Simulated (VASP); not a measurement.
Runs of VASP 6.6.1 on Ga. The structure is that of space group Im-3m (No. 229), or close to it. The cells are those of the table. 

```tsv
task	cell	cutoff (eV)	gap on the mesh (eV)	pressure (GPa)
single point	a = 2.189 Å, angles 109.5°, 1 atom	520	none	335.2
single point	a = 2.190 Å, angles 109.5°, 1 atom	520	none	(a)
relaxation of cell and atoms	relaxed to 330 GPa from a = 2.190 Å, angles 109.5°, 1 atom	600	none	330.0
relaxation of cell and atoms	relaxed to 330 GPa from a = 2.189 Å, angles 109.5°, 1 atom	600	none	329.9
```

Alike in all rows: level PBE; potentials or basis VASP PAW PBE potentials, release 64 (Ga_d); no spin polarisation; k mesh 21 × 21 × 21; smearing fermi-dirac 0.05 eV.

Task: Estimate the missing entries.

Result: (a) 333.5.

Caveats: the cell is relaxed towards a set pressure, so the enthalpy falls and the energy may rise (some runs).

A k mesh can miss the band edges, and the runs leave out spin-orbit coupling on Ga.

A gap of «none» marks levels without a gap at the run's occupations.
